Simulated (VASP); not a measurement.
Na: single point with revPBE

The system is Na.

```
Na
1.0
    -2.14166    2.14166    2.14166
     2.14166   -2.14166    2.14166
     2.14166    2.14166   -2.14166
Na
1
Direct
  0.00000 0.00000 0.00000
```

* Program: VASP 6.6.1
* Task: single point
* Functional: revPBE
* Potentials or basis: VASP PAW PBE potentials, release 64 (Na_pv)
* Cutoff: 520 eV
* k mesh: 17 × 17 × 17
* Occupations: fermi-dirac, width 0.1 eV
* Spin: no spin polarisation
* Dipole correction: no
* Further INCAR settings: ALGO = Normal; EDIFF = 1e-07; NBANDS = 10

The pressure is 0.0 GPa and the band gap on the k mesh is zero (an odd number of electrons rules out a gap without spin polarisation).

Levels at points of the mesh, in eV from the Fermi level:
| k point | band 1 | band 2 | band 3 | band 4 | band 5 | band 6 | band 7 | band 8 | band 9 |
| --- | --- | --- | --- | --- | --- | --- | --- | --- | --- |
| (0.00, 0.00, 0.00) | -24.96 | -24.96 | -24.96 | -3.16 | 11.40 | 11.40 | 11.40 | 12.31 | 12.31 |

Wall time 20 s on 1 thread of Intel(R) Xeon(R) 6975P-C (Granite Rapids), with other jobs on the host, peak memory 0.18 GiB.

Caveat: the PAW data sets were made with another functional, which shifts forces and pressure a little.
